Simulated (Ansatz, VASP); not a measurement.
## One calculation of KBr, two programs

```xyz
2
Lattice="0.0000 3.3954 3.3954 3.2925 0.1029 3.2925 3.2925 3.2925 0.1029" Properties=species:S:1:pos:R:3 pbc="T T T"
K     0.0000    0.0000    0.0000
Br    3.2925    3.3954    3.3954
```

Change from the starting cell: strain +0.0625 x Voigt [0, 0, 0, 1, 0, 0], atoms carried along.

Alike in both runs: task single point; functional r2SCAN; k mesh 6 × 6 × 6; occupations gaussian, width 0.05 eV; no spin polarisation.

|  | VASP | Ansatz |
| --- | --- | --- |
| version | VASP 6.6.1 | Ansatz 0.2.0 |
| potentials or method | VASP PAW PBE potentials, release 64 (K_sv, Br), cutoff 520 eV | scalar-relativistic, plane waves, PAW |
| valence electrons in the cell | 16 | 16 |

```tsv
	VASP	Ansatz	Ansatz less VASP
gap on the k mesh at the Fermi level (eV)	5.01	5.01	-0.002
least direct gap on the mesh (eV)	5.01	5.01	-0.002
pressure (GPa)	0.2	0.2	0.00
traceless stress, the component that is largest in VASP (GPa)	-0.33	-0.33	-0.002
```

VASP's potentials were made for PBE, not for r2SCAN.
